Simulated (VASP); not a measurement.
**Sr: relaxation of cell and atoms with r2SCAN**

Sr:

```
Sr
1.0
     0.00000    3.03360    3.03360
     3.03360    0.00000    3.03360
     3.03360    3.03360    0.00000
Sr
1
Direct
  0.00000 0.00000 0.00000
```

```
Program                : VASP 6.6.1
Task                   : relaxation of cell and atoms
Functional             : r2SCAN
Potentials or basis    : VASP PAW PBE potentials, release 64 (Sr_sv)
Cutoff                 : 600 eV
k mesh                 : 16 × 16 × 16
Occupations            : gaussian, width 0.1 eV
Spin                   : no spin polarisation
Dipole correction      : no
Further INCAR settings : ALGO = Normal; EDIFF = 1e-06; IBRION = 2; EDIFFG = -0.002; NSW = 100; ISIF = 3
```

| Property | Result |
| --- | --- |
| Relaxed volume | 56.82 Å³/atom |
| Relaxed cell | a = 4.315 Å, b = 4.315 Å, c = 4.315 Å, α = 60.00°, β = 60.00°, γ = 60.00° |
| Space group after relaxing (to 0.1 Å) | Fm-3m (No. 225) |
| Energy gained by relaxing | 0.6 meV/atom |
| Ionic steps | 4 |
| Pressure after relaxing | 0.0 GPa |
| Band gap on the k mesh | zero (bands 5 and 6 overlap by 0.19 eV) |

The path:
| step | energy change (eV) | largest force (eV/Å) | pressure (GPa) | volume (Å³) |
| --- | --- | --- | --- | --- |
| 1 | 0.0000 | 0.0000 | 0.22 | 55.83 |
| 2 | -0.0006 | 0.0000 | 0.08 | 56.45 |
| 3 | -0.0006 | 0.0000 | -0.05 | 57.05 |
| 4 | -0.0006 | 0.0000 | 0.00 | 56.82 |

Final structure:
```yaml
crystal:
  lattice:
    - [0.00000, 3.05142, 3.05142]
    - [3.05142, 0.00000, 3.05142]
    - [3.05142, 3.05142, 0.00000]
  atoms:
    - { symbol: Sr, position: [0.00000, 0.00000, 0.00000] }
```

Levels at points of the mesh, in eV from the Fermi level:
| k point | band 1 | band 2 | band 3 | band 4 | band 5 | band 6 | band 7 | band 8 | band 9 |
| --- | --- | --- | --- | --- | --- | --- | --- | --- | --- |
| (0.00, 0.00, 0.00) | -38.08 | -19.34 | -19.34 | -19.34 | -3.78 | 2.68 | 2.68 | 2.68 | 4.17 |
| (0.50, 0.00, 0.00) | -38.06 | -19.52 | -19.37 | -19.37 | -1.04 | -0.06 | 2.48 | 2.48 | 5.22 |
| (0.50, 0.50, 0.00) | -38.06 | -19.51 | -19.41 | -19.41 | -0.55 | 0.53 | 0.98 | 5.22 | 5.52 |

Run time: 29 min on 1 thread of Oxide Virtual Turin-like Processor, on a shared host, peak memory 0.26 GiB.

Caveat: the PAW data sets were made with another functional, which shifts forces and pressure a little.
